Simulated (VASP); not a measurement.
# BiTe in VASP: notebook

BiTe is run at these levels: PBE; tasks: single point, relaxation of shape and atoms at fixed volume.

Program: VASP 6.6.1. These are calculated values, not measurements. Logs are shortened: lines on timing, memory, paths and dates and some standing lists are left out, and cuts for length are marked.

## Step 1: The cell of the first run

Symmetry: Cmcm, No. 63, orthorhombic system. Conventional cell: a = 5.506 Å, b = 9.441 Å, c = 6.443 Å, α = 90.00°, β = 90.00°, γ = 90.00°. Within 4.1 Å of Bi (site symmetry m2m) lie 5 Te at 3.15 to 3.22 Å. Within 4.1 Å of Te (site symmetry m2m) lie 5 Bi at 3.15 to 3.22 Å.

## Step 2: Single point, PBE

Input file INCAR:

```
ALGO = Normal
EDIFF = 1E-7
ENCUT = 520
GGA = PE
ISIF = 2
ISMEAR = 0
LASPH = True
LCHARG = False
LREAL = False
LWAVE = False
NBANDS = 29
NELM = 60
PREC = Accurate
SIGMA = 0.05
```

Input file KPOINTS:

```
k-points
0
Gamma
  8 8 4
```

Input file POSCAR:

```
BiTe
1.0
    5.5060764164      0.0000000000      0.0000000000
   -2.7530382082      4.7207180313      0.0000000000
    0.0000000000      0.0000000000      6.4429753597
Bi Te
2 2
Direct
    0.6666666667      0.3333333333      0.0626000000
    0.3333333333      0.6666666667      0.5626000000
    0.6666666667      0.3333333333      0.5626000000
    0.3333333333      0.6666666667      0.0626000000
```

Potentials or basis: VASP PAW PBE potentials, release 64 (Bi_d, Te).

On the command line:

```bash
cat potpaw_PBE.64/Bi_d/POTCAR potpaw_PBE.64/Te/POTCAR > POTCAR
mpirun -np 1 vasp_std > vasp.out
```

OUTCAR:

```text
EDIFF = 1E-7
   ENCUT = 520
   GGA = PE
   ISIF = 2
   ISMEAR = 0
   LASPH = True
   LREAL = False
   NELM = 60
   PREC = Accurate

 ion  position               nearest neighbor table
   1  0.667  0.333  0.063-   4 3.15   4 3.17   4 3.17   3 3.22   3 3.22
   2  0.333  0.667  0.563-   3 3.15   3 3.17   3 3.17   4 3.22   4 3.22
   3  0.667  0.333  0.563-   2 3.15   2 3.17   2 3.17   1 3.22   1 3.22
   4  0.333  0.667  0.063-   1 3.15   1 3.17   1 3.17   2 3.22   2 3.22

  Warning from LATTYP: Monoclinic adjustment (A1->A3, A2->A1, A3->A2)!
  LATTYP: Found a base centered orthorhombic cell.
 ALAT       =     5.5060764164
 B/A-ratio  =     1.7147302995
 C/A-ratio  =     1.1701572722

  Lattice vectors:

 A1 = (   2.7530382082,  -4.7207180313,   0.0000000000)
 A2 = (   2.7530382082,   4.7207180313,   0.0000000000)
 A3 = (   0.0000000000,   0.0000000000,   6.4429753597)

Analysis of symmetry for initial positions (statically):
=====================================================================
 Subroutine PRICEL returns:
 Original cell was already a primitive cell.

 Routine SETGRP: Setting up the symmetry group for a
 base centered orthorhombic supercell.

 Subroutine GETGRP returns: Found  8 space group operations
 (whereof  2 operations were pure point group operations)
 out of a pool of  8 trial point group operations.

The static configuration has the point symmetry C_1h.
 The point group associated with its full space group is D_2h.

Analysis of symmetry for dynamics (positions and initial velocities):
=====================================================================
 Subroutine PRICEL returns:
 Original cell was already a primitive cell.

 Routine SETGRP: Setting up the symmetry group for a
 base centered orthorhombic supercell.

 Subroutine GETGRP returns: Found  8 space group operations
 (whereof  2 operations were pure point group operations)
 out of a pool of  8 trial point group operations.

The dynamic configuration has the point symmetry C_1h.
 The point group associated with its full space group is D_2h.

 Subroutine INISYM returns: Found  8 space group operations
 (whereof  2 operations are pure point group operations),
 and found     1 'primitive' translations
[... 93 lines left out ...]
   ISPIN  =      1    spin polarized calculation?
   LNONCOLLINEAR =      F non collinear calculations
   LSORBIT =      F    spin-orbit coupling
   LASPH  =      T    aspherical Exc in radial PAW
   ENCUT  =  520.0 eV  38.22 Ry    6.18 a.u.  10.24 10.16 11.98*2*pi/ulx,y,z
   NELM   =     60;   NELMIN=  2; NELMDL= -5     # of ELM steps
   EDIFF  = 0.1E-06   stopping-criterion for ELM
   LREAL  =      F    real-space projection
   EDIFFG = 0.1E-05   stopping-criterion for IOM
   NSW    =      0    number of steps for IOM
   IBRION =     -1    ionic relax: 0-MD 1-quasi-New 2-CG
   NFREE  =      0    steps in history (QN), initial steepest desc. (CG)
   ISIF   =      2    stress and relaxation
   ISYM   =      2    0-nonsym 1-usesym 2-fastsym
   POTIM  = 0.5000    time-step for ionic-motion
   TEBEG  =    0.0;   TEEND  =   0.0 temperature during run
   PSTRESS=    0.0 pullay stress
   NELECT =      42.0000    total number of electrons
   NUPDOWN=      -1.0000    fix difference up-down
   EMIN   =  10.00;   EMAX   =-10.00  energy-range for DOS
   EFERMI =   0.00;   METHOD = LEGACY
   ISMEAR =     0;   SIGMA  =   0.05  broadening in eV -4-tet -1-fermi 0-gaus
   EFERMI_NEDOS =   21; number of points for ismear=-14 and -15
   IALGO  =     38    algorithm
   IMIX   =      4    mixing-type and parameters
     AMIX     =   0.40;   BMIX     =  1.00
     AMIX_MAG =   1.60;   BMIX_MAG =  1.00
  volume/ion in A,a.u.               =      41.87       282.54
  Fermi-wavevector in a.u.,A,eV,Ry     =   1.032394  1.950943 14.501611  1.065838
  Thomas-Fermi vector in A             =   2.166590
   LORBIT       =      0    0 simple, 1 ext, 2 COOP (PROOUT), +10 PAW based schemes
   GGA     = PE    functional components
   LHFCALC =     F    Hartree Fock is set to
   AEXX    =    0.0000 exact exchange contribution
   IVDW    =     0    specifies the selected vdW correction
   LEPSILON=     F    determine dielectric tensor
   LRPA    =     F    only Hartree local field effects (RPA)
 non-spin polarized calculation
 Gauss-broadening in eV      SIGMA  =   0.05
  energy-cutoff  :      520.00
  volume of cell :      167.47
 maximum number of plane-waves:      4534
 NGX is ok and might be reduce to    42
   NGX = 21   NGY = 21   NGZ = 23

 number of electron      42.0000022 magnetization

 Free energy of the ion-electron system (eV)
  ---------------------------------------------------
  ext. energy  EPLUGINS =         0.00000000
  ---------------------------------------------------
  free energy    TOTEN  =       -13.74172760 eV

  energy without entropy =      -13.73660475  energy(sigma->0) =      -13.73916617

 E-fermi :   4.7683     XC(G=0):  -8.2353

 val. band max:        4.7671689637   @ k =   0.5000   0.1250   0.0000
 cond. band min:       4.7969610030   @ k =   0.2500   0.3750   0.0000
 fundamental gap:      0.0297920393
 Fermi energy:         4.7682930957

 k-point     1 :       0.0000    0.0000    0.0000
  band No.  band energies     occupation
      1     -18.5753      2.00000
      2     -18.5748      2.00000
      3     -18.5744      2.00000
      4     -18.5739      2.00000
      5     -18.5520      2.00000
      6     -18.5476      2.00000
[... 757 lines left out ...]
     28       9.4912      0.00000
     29       9.7458      0.00000

 [... further k-points ...]

------------------------ aborting loop because EDIFF is reached ----------------------------------------

  FORCE on cell =-STRESS in cart. coord.  units (eV):
  Direction    XX          YY          ZZ          XY          YZ          ZX
  --------------------------------------------------------------------------------------
  -------------------------------------------------------------------------------------
  Total        0.4600922      0.5002128     -0.0366162     -0.0000000      0.0000000      0.0000000
  in kB        4.4016822      4.7855140     -0.3503061     -0.0000000      0.0000000      0.0000000
  external PRESSURE =       2.9456301 kB  Pullay stress =       0.0000000 kB

 VOLUME and BASIS-vectors are now :
 -----------------------------------------------------------------------------
  energy-cutoff  :      520.00
  volume of cell :      167.47
      direct lattice vectors                 reciprocal lattice vectors
     5.506076416  0.000000000  0.000000000     0.181617530  0.105916091  0.000000000
    -2.753038208  4.720718031  0.000000000     0.000000000  0.211832182  0.000000000
     0.000000000  0.000000000  6.442975360     0.000000000  0.000000000  0.155207795

 POSITION                                       TOTAL-FORCE (eV/Angst)
 -----------------------------------------------------------------------------------
      2.75304      1.57357      0.40333         0.000000      0.011104      0.000000
     -0.00000      3.14715      3.62482         0.000000     -0.011104      0.000000
      2.75304      1.57357      3.62482         0.000000      0.016823      0.000000
     -0.00000      3.14715      0.40333         0.000000     -0.016823      0.000000
 -----------------------------------------------------------------------------------
    total drift:                                0.000000     -0.000000      0.000010

  FREE ENERGIE OF THE ION-ELECTRON SYSTEM (eV)
  ---------------------------------------------------
  free  energy   TOTEN  =       -13.7417275992 eV

  energy  without entropy=      -13.7366047474  energy(sigma->0) =      -13.73916617
```

OSZICAR:

```text
N       E                     dE             d eps       ncg     rms          rms(c)
DAV:   1     0.385272615876E+03    0.38527E+03   -0.19784E+04  3710   0.139E+03
DAV:   2     0.250783878602E+02   -0.36019E+03   -0.35151E+03  3830   0.359E+02
DAV:   3    -0.122769914997E+02   -0.37355E+02   -0.36641E+02  4649   0.135E+02
DAV:   4    -0.137617372503E+02   -0.14847E+01   -0.14785E+01  4131   0.284E+01
DAV:   5    -0.138344237173E+02   -0.72686E-01   -0.72681E-01  5163   0.604E+00    0.867E+00
DAV:   6    -0.137398012550E+02    0.94622E-01   -0.27891E-01  4195   0.250E+00    0.565E+00
DAV:   7    -0.137435024554E+02   -0.37012E-02   -0.10595E-01  4458   0.134E+00    0.438E-01
DAV:   8    -0.137411246111E+02    0.23778E-02   -0.17628E-02  3979   0.742E-01    0.364E-01
DAV:   9    -0.137416881328E+02   -0.56352E-03   -0.26027E-03  3908   0.291E-01    0.197E-01
DAV:  10    -0.137416711392E+02    0.16994E-04   -0.85542E-05  4509   0.754E-02    0.961E-02
DAV:  11    -0.137417137683E+02   -0.42629E-04   -0.88325E-05  3694   0.533E-02    0.614E-02
DAV:  12    -0.137417236474E+02   -0.98791E-05   -0.17354E-05  3854   0.200E-02    0.448E-02
DAV:  13    -0.137417267213E+02   -0.30739E-05   -0.10787E-05  3867   0.203E-02    0.132E-02
DAV:  14    -0.137417276679E+02   -0.94656E-06   -0.13019E-06  3490   0.515E-03    0.122E-02
DAV:  15    -0.137417275992E+02    0.68673E-07   -0.20117E-07  2745   0.280E-03
   1 F= -.13741728E+02 E0= -.13739166E+02  d E =-.512285E-02
```

It took 5 min on 1 thread of Intel Xeon Platinum 8259CL at 2.50GHz (Skylake/Cascade Lake), shared host; peak memory 0.44 GiB.

Results:

```yaml
Free_energy: -13.7417 eV
Pressure: 0.3 GPa
Largest_force: 0.017 eV/Å
Band_gap_on_the_k_mesh: zero (bands 21 and 22 overlap by 1.17 eV)
```

Forces on the atoms (eV/Å):
```
Bi   0.000  0.011  0.000
Bi   0.000 -0.011  0.000
Te   0.000  0.017  0.000
Te   0.000 -0.017  0.000
```

Caveat: spin-orbit coupling is left out, which moves the levels of the heavy elements.

## Step 3: Single point, PBE

This run uses another cell than the first one, of 43.56 Å³/atom.

Input file INCAR:

```
SYSTEM = BiTe
PREC = Accurate
ENCUT = 520
EDIFF = 1E-6
ISMEAR = 0
SIGMA = 0.05
LREAL = .False.
LASPH = .True.
NELM = 60
ALGO = Normal
ISIF = 2
LWAVE = .False.
LCHARG = .False.
GGA = PE
NBANDS = 29
```

Input file KPOINTS:

```
Automatic mesh
0
Gamma
  8 8 4
  0 0 0
```

POSCAR, as its differences from that of step 2:

```diff
@@ -3,3 +3,3 @@
     5.5060764164      0.0000000000      0.0000000000
-   -2.7530382082      4.7207180313      0.0000000000
+   -2.7530382082      4.9114541133      0.0000000000
     0.0000000000      0.0000000000      6.4429753597
```

Potentials or basis: VASP PAW PBE potentials, release 64 (Bi_d, Te).

On the command line:

```bash
cat potpaw_PBE.64/Bi_d/POTCAR potpaw_PBE.64/Te/POTCAR > POTCAR
mpirun -np 1 vasp_std > vasp.out
```

It took 4.8 min on 1 thread of Intel Xeon Platinum 8259CL at 2.50GHz (Skylake/Cascade Lake), shared host; peak memory 0.44 GiB.

The run converged. Its results:

- Free energy: -13.7257 eV
- Pressure: -0.8 GPa
- Largest force: 0.025 eV/Å
- Band gap on the k mesh: zero (bands 21 and 22 overlap by 0.92 eV)

Forces on the atoms (eV/Å):
```
Bi   0.000  0.025  0.000
Bi   0.000 -0.025  0.000
Te   0.000 -0.012  0.000
Te   0.000  0.012  0.000
```

Stress tensor (GPa, compression positive):
```
-1.30  0.00  0.00
 0.00 -1.21  0.00
 0.00  0.00  0.00
```

Levels at points of the mesh, in eV from the Fermi level:
| k point | band 17 | band 18 | band 19 | band 20 | band 21 | band 22 | band 23 | band 24 | band 25 | band 26 |
| --- | --- | --- | --- | --- | --- | --- | --- | --- | --- | --- |
| (0.00, 0.00, 0.00) | -3.85 | -2.80 | -2.40 | -2.35 | -0.41 | -0.29 | 1.31 | 1.44 | 2.65 | 3.28 |
| (0.50, 0.00, 0.00) | -3.82 | -3.31 | -2.80 | -1.65 | 0.36 | 1.47 | 1.83 | 3.04 | 3.08 | 3.68 |
| (0.00, 0.50, 0.00) | -3.73 | -3.19 | -2.78 | -1.55 | 0.20 | 1.40 | 1.60 | 2.97 | 3.00 | 3.79 |
| (0.00, 0.00, 0.50) | -3.19 | -3.19 | -2.27 | -2.27 | 0.21 | 0.21 | 0.34 | 0.34 | 0.59 | 0.59 |
| (0.50, 0.00, 0.50) | -2.61 | -2.61 | -1.72 | -1.72 | -0.36 | -0.36 | 0.89 | 0.89 | 2.08 | 2.08 |
| (0.00, 0.50, 0.50) | -2.50 | -2.50 | -1.77 | -1.77 | -0.31 | -0.31 | 0.68 | 0.68 | 2.01 | 2.01 |

Caveat: spin-orbit coupling is left out, which moves the levels of the heavy elements.

## Step 4: Relaxation of shape and atoms at fixed volume, PBE (39.96 Å³/atom)

This run uses another cell than the first one, of 39.96 Å³/atom.

Input file INCAR:

```
SYSTEM = BiTe
PREC     = Accurate       ! precision mode
ENCUT    = 600            ! plane-wave cutoff, eV
EDIFF    = 1E-6           ! SCF threshold, eV
ISMEAR   = 0              ! smearing method
SIGMA    = 0.05           ! smearing width, eV
LREAL    = .False.        ! projectors in reciprocal space
LASPH    = .True.         ! aspherical terms in the spheres
NELM     = 60             ! most SCF steps
ALGO     = Normal         ! electronic algorithm
ISIF     = 4              ! what is computed and relaxed
LWAVE    = .False.        ! write WAVECAR
LCHARG   = .False.        ! write CHGCAR
GGA      = PE             ! functional
IBRION   = 2              ! ionic algorithm
NSW      = 60             ! ionic steps
EDIFFG   = -0.01          ! ionic threshold
```

KPOINTS is that of step 3.

Input file POSCAR:

```
BiTe
1.0
    5.3986374347      0.0000000000      0.0000000000
   -2.6993187174      4.6753571643      0.0000000000
    0.0000000000      0.0000000000      6.3333636378
Bi Te
2 2
Direct
    0.6666666667      0.3333333333      0.0626000000
    0.3333333333      0.6666666667      0.5626000000
    0.6666666667      0.3333333333      0.5626000000
    0.3333333333      0.6666666667      0.0626000000
```

On the command line:

```bash
cat potpaw_PBE.64/Bi_d/POTCAR potpaw_PBE.64/Te/POTCAR > POTCAR
mpirun -np 1 vasp_std > vasp.out
```

It took 5.4 min on 1 thread of Intel Xeon Platinum 8259CL at 2.50GHz (Skylake/Cascade Lake), shared host; peak memory 0.44 GiB.

It converged, with:

```yaml
Free_energy: -13.6840 eV
Energy_gained_by_relaxing: 0.1 meV/atom
Ionic_steps: 3
Pressure_after_relaxing: 2.2 GPa
Band_gap_on_the_k_mesh: zero (bands 21 and 22 overlap by 1.20 eV)
```

The path:
```csv
step,energy change (eV),largest force (eV/Å),pressure (GPa),volume (Å³)
1,0.0000,0.0000,2.21,159.86
2,-0.0001,0.0000,2.17,159.86
3,-0.0003,0.0000,2.18,159.86
```

Final structure:
```
CELL_PARAMETERS angstrom
5.39432 0.00000 0.00000
-2.69716 4.67162 0.00000
0.00000 0.00000 6.34350
ATOMIC_POSITIONS crystal
Bi 0.66667 0.33333 0.06260
Bi 0.33333 0.66667 0.56260
Te 0.66667 0.33333 0.56260
Te 0.33333 0.66667 0.06260
```

Levels at points of the mesh, in eV from the Fermi level:
```
           k point  band 19  band 20  band 21  band 22  band 23  band 24
(0.00, 0.00, 0.00)    -2.73    -2.73    -0.53    -0.53     1.34     1.34
(0.50, 0.00, 0.00)    -3.23    -1.79     0.44     1.62     2.02     2.93
(0.00, 0.00, 0.50)    -2.63    -2.63     0.14     0.14     0.14     0.14
(0.50, 0.00, 0.50)    -1.98    -1.98    -0.51    -0.51     1.02     1.02
```

Caveat: spin-orbit coupling is left out, which moves the levels of the heavy elements.

## Step 5: Relaxation of shape and atoms at fixed volume, PBE (40.60 Å³/atom)

This run uses another cell than the first one, of 40.60 Å³/atom.

Input file INCAR:

```
SYSTEM = BiTe
ALGO     = Normal         ! electronic algorithm
EDIFF    = 1E-6           ! SCF threshold, eV
EDIFFG   = -0.01          ! ionic threshold
ENCUT    = 600            ! plane-wave cutoff, eV
GGA      = PE             ! functional
IBRION   = 2              ! ionic algorithm
ISIF     = 4              ! what is computed and relaxed
ISMEAR   = 0              ! smearing method
LASPH    = .TRUE.         ! aspherical terms in the spheres
LCHARG   = .FALSE.        ! write CHGCAR
LREAL    = .FALSE.        ! projectors in reciprocal space
LWAVE    = .FALSE.        ! write WAVECAR
NELM     = 80             ! most SCF steps
NSW      = 60             ! ionic steps
PREC     = Accurate       ! precision mode
SIGMA    = 0.05           ! smearing width, eV
```

Input file KPOINTS:

```
k-points
0
G
  8 8 4
  0 0 0
```

Input file POSCAR:

```
BiTe
1.0
    5.4270518393      0.0000000000      0.0000000000
   -2.7135259197      4.6999647605      0.0000000000
    0.0000000000      0.0000000000      6.3666977446
Bi Te
2 2
Direct
    0.6666666667      0.3333333333      0.0626000000
    0.3333333333      0.6666666667      0.5626000000
    0.6666666667      0.3333333333      0.5626000000
    0.3333333333      0.6666666667      0.0626000000
```

On the command line:

```bash
cat potpaw_PBE.64/Bi_d/POTCAR potpaw_PBE.64/Te/POTCAR > POTCAR
mpirun -np 1 vasp_std > vasp.out
```

It took 4.9 min on 1 thread of Intel Xeon Platinum 8259CL at 2.50GHz (Skylake/Cascade Lake), shared host; peak memory 0.44 GiB.

The run converged. Its results:

```
Free energy               : -13.7135 eV
Energy gained by relaxing : 0.0 meV/atom
Ionic steps               : 3
Pressure after relaxing   : 1.5 GPa
Band gap on the k mesh    : zero (bands 21 and 22 overlap by 1.15 eV)
```

Final structure:
```
CELL_PARAMETERS angstrom
5.42527 0.00000 0.00000
-2.71263 4.69842 0.00000
0.00000 0.00000 6.37088
ATOMIC_POSITIONS crystal
Bi 0.66667 0.33333 0.06260
Bi 0.33333 0.66667 0.56260
Te 0.66667 0.33333 0.56260
Te 0.33333 0.66667 0.06260
```

Levels at points of the mesh, in eV from the Fermi level:
```
           k point  band 19  band 20  band 21  band 22  band 23  band 24
(0.00, 0.00, 0.00)    -2.68    -2.68    -0.50    -0.50     1.33     1.33
(0.50, 0.00, 0.00)    -3.17    -1.77     0.42     1.60     1.96     2.93
(0.00, 0.00, 0.50)    -2.58    -2.58     0.17     0.17     0.17     0.17
(0.50, 0.00, 0.50)    -1.96    -1.96    -0.49    -0.49     0.98     0.98
```

Caveat: spin-orbit coupling is left out, which moves the levels of the heavy elements.

## Step 6: Summary

```tsv
task	cell	cutoff (eV)	gap on the mesh (eV)	pressure (GPa)	largest force (eV/Å)
single point	a = 5.506, b = 5.465, c = 6.443 Å, angles 90.0, 90.0, 120.2°, 4 atoms	520	none	0.3	0.02
single point	a = 5.506, b = 5.630, c = 6.443 Å, angles 90.0, 90.0, 119.3°, 4 atoms	520	none	-0.8	0.02
relaxation of shape and atoms at fixed volume	relaxed from a = 5.399, b = 5.399, c = 6.333 Å, angles 90.0, 90.0, 120.0°, 4 atoms	600	none	2.2	-
relaxation of shape and atoms at fixed volume	relaxed from a = 5.427, b = 5.427, c = 6.367 Å, angles 90.0, 90.0, 120.0°, 4 atoms	600	none	1.5	-
```

Alike in all rows: level PBE; potentials or basis VASP PAW PBE potentials, release 64 (Bi_d, Te); no spin polarisation; k mesh 8 × 8 × 4; smearing gaussian 0.05 eV.

Caveats: spin-orbit coupling is left out, which moves the levels of the heavy elements.

Absolute energies hang on the potentials; compare differences alone.

The gap in the log of VASP goes by the Fermi energy; the results here count the filled bands.